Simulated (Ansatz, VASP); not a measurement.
**Two plane-wave programs on Tl**

```
CELL_PARAMETERS angstrom
3.38693 0.00000 0.00000
-1.69346 2.93317 0.00000
0.00000 0.00000 5.48466
ATOMIC_POSITIONS crystal
Tl 0.33333 0.66667 0.25000
Tl 0.66667 0.33333 0.75000
```

Alike in both runs: functional LDA; k mesh 14 × 14 × 8; occupations fermi-dirac, width 0.05 eV; no spin polarisation.

Ansatz relaxed the structure, and its values are those at the end. VASP's run is a single point on that final structure, the one shown.

|  | VASP | Ansatz |
| --- | --- | --- |
| version | VASP 6.6.1 | Ansatz 0.2.0 |
| potentials or method | VASP PAW LDA potentials, release 64 (Tl_d) | PAW with Ansatz's default frozen-core files, scalar-relativistic |
| plane-wave cutoff (eV) | 520 | 420 |
| valence electrons in the cell | 26 | 26 |

|  | VASP | Ansatz | Ansatz less VASP |
| --- | --- | --- | --- |
| pressure (GPa) | 0.1 | 0.0 | -0.10 |

LDA's correlation is that of Perdew and Zunger in VASP and of Perdew and Wang (1992) in Ansatz.

Spin-orbit coupling is off throughout.
